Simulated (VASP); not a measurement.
A run of VASP 6.6.1:

The input INCAR:

```
PREC = Accurate ; ENCUT = 600
EDIFF = 1E-6 ; ISMEAR = -1
SIGMA = 0.05 ; LREAL = F
LASPH = T ; NELM = 150
ALGO = Normal ; ISIF = 3
LWAVE = F ; LCHARG = F
ISPIN = 2 ; MAGMOM = 3
LORBIT = 11 ; LMAXMIX = 4
GGA = PS ; IBRION = 2
NSW = 80 ; EDIFFG = -0.02
PSTRESS = 200.0
```

Contents of KPOINTS:

```
Automatic mesh
0
Gamma
  13 13 13
```

Contents of POSCAR:

```
Fe
1.0
   -1.4430000000      1.4430000000      1.4430000000
    1.4430000000     -1.4430000000      1.4430000000
    1.4430000000      1.4430000000     -1.4430000000
Fe
1
Direct
    0.0000000000      0.0000000000      0.0000000000
```

Potentials or basis: VASP PAW PBE potentials, release 64 (Fe).

Run with:

```bash
$ cat potpaw_PBE.64/Fe/POTCAR > POTCAR
$ mpirun -np 1 vasp_std > vasp.out
```

Hardware: 1 thread of Intel Xeon 8259CL, with other jobs on the host.

Problem. Estimate the wall time of this run.

Solution. Wall time 2 min on 1 thread of Intel Xeon 8259CL, on a shared host, peak memory 0.16 GiB. Counts: scf iterations 44, k points 84, ion steps 5.
